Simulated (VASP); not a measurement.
Set up this calculation in VASP 6.6.1, as the native input.

* Task: single point
* Functional: PBE
* Dispersion: D3(BJ)
* Potentials or basis: VASP PAW PBE potentials, release 64 (Ag)
* Cutoff: 520 eV
* k mesh: 2 × 2 × 2
* Occupations: gaussian, width 0.1 eV
* Spin: no spin polarisation
* Dipole correction: no
* Further INCAR settings: ALGO = Normal; EDIFF = 1e-06; NBANDS = 24; ISYM = 0

The structure of Ag lies in POSCAR:

```
Ag
1.0
    1.4730471633      0.8504641762      7.2046500000
   -1.4730471633      0.8504641762      7.2046500000
    0.0000000000     -1.7009283525      7.2046500000
Ag
3
Direct
    0.0000000000      0.0000000000      0.0000000000
    0.7777190000      0.7777190000      0.7777190000
    0.2222810000      0.2222810000      0.2222810000
```

The input as run:

INCAR

```
PREC = Accurate ; ENCUT = 520
EDIFF = 1E-6 ; ISMEAR = 0
SIGMA = 0.1 ; LREAL = False
LASPH = True ; NELM = 60
ALGO = Normal ; ISIF = 2
LWAVE = False ; LCHARG = False
GGA = PE ; IVDW = 12
NBANDS = 24 ; ISYM = 0
```

KPOINTS

```
Automatic mesh
0
Gamma
  2 2 2
```

Potentials or basis: VASP PAW PBE potentials, release 64 (Ag).

Command:

```bash
$ cat potpaw_PBE.64/Ag/POTCAR > POTCAR
$ mpirun -np 1 vasp_std > vasp.out
```

It gave:

```yaml
Pressure: 0.8 GPa
Largest_force: 0.216 eV/Å
Dispersion_energy_per_atom: -0.555 eV
```

Caveat: the k points lie up to 1.24 Å⁻¹ apart; pairwise dispersion overbinds metals, which lowers pressure and volume.

Wall time 45 s on 1 thread of Intel(R) Xeon(R) Platinum 8488C (Sapphire Rapids), on a shared host, peak memory 0.38 GiB.
